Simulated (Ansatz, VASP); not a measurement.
## YB6 in VASP and in Ansatz

```
Y B
1.0
     4.04136    0.00000    0.00000
     0.00000    4.04136    0.00000
     0.00000    0.00000    4.04136
Y B
1 6
Direct
  0.00000 0.00000 0.00000
  0.19901 0.50000 0.50000
  0.50000 0.19901 0.50000
  0.80099 0.50000 0.50000
  0.50000 0.80099 0.50000
  0.50000 0.50000 0.19901
  0.50000 0.50000 0.80099
```

Alike in both runs: functional LDA; k mesh 10 × 10 × 10; occupations fermi-dirac, width 0.15 eV; no spin polarisation.

Ansatz relaxed the structure, and its values are those at the end. VASP's run is a single point on that final structure, the one shown.

```csv
,VASP,Ansatz
version,VASP 6.6.1,Ansatz 0.2.0
potentials or method,"VASP PAW LDA potentials, release 64 (Y_sv, B), cutoff 520 eV","scalar-relativistic, plane waves, PAW"
valence electrons in the cell,29,29
```

|  | VASP | Ansatz | Ansatz less VASP |
| --- | --- | --- | --- |
| gap on the k mesh at the Fermi level (eV) | none | none | - |
| pressure (GPa) | 0.2 | 0.0 | -0.22 |
| rms of the force components (eV/Å) | 0.014 | 0.000 | -0.0138 |

LDA's correlation is that of Perdew and Zunger in VASP and of Perdew and Wang (1992) in Ansatz. A gap of «none» marks a metal or a gap that the smearing closes.
